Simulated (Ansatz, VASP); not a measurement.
# Two plane-wave programs on BaTiO3

```
Ba Ti O
1.0
     3.90277    0.00000    0.00000
     0.00000    2.77913    2.78771
     0.00000   -2.77913    2.78771
Ba Ti O
1 1 3
Direct
  0.00000 0.00209 0.00209
  0.50000 0.50829 0.50829
  0.00000 0.49532 0.49532
  0.50000 0.49640 0.99412
  0.50000 0.99412 0.49640
```

Change from the starting cell: volume scaled by 0.94, ions relaxed.

Alike in both runs: functional PBE; k mesh 8 × 8 × 8; occupations fermi-dirac, width 0.02 eV; no spin polarisation.

Ansatz relaxed the structure, and its values are those at the end. VASP's run is a single point on that final structure, the one shown.

|  | VASP | Ansatz |
| --- | --- | --- |
| version | VASP 6.6.1 | Ansatz 0.2.0 |
| potentials or method | VASP PAW PBE potentials, release 64 (Ba_sv, Ti_sv, O) | plane-wave PAW, scalar-relativistic |
| plane-wave cutoff (eV) | 520 | 420 |
| valence electrons in the cell | 40 | 40 |

VASP gave:

| Property | Result |
| --- | --- |
| gap on the k mesh at the Fermi level (eV) | 1.92 |
| pressure (GPa) | 16.3 |
| rms of the force components (eV/Å) | 0.010 |

Question: Which values does Ansatz return?

Answer: gap on the k mesh at the Fermi level (eV): 2.00; pressure (GPa): 14.0; rms of the force components (eV/Å): 0.003.

Ansatz's warnings: stress scf threshold loose.

Spin-orbit coupling is off throughout.
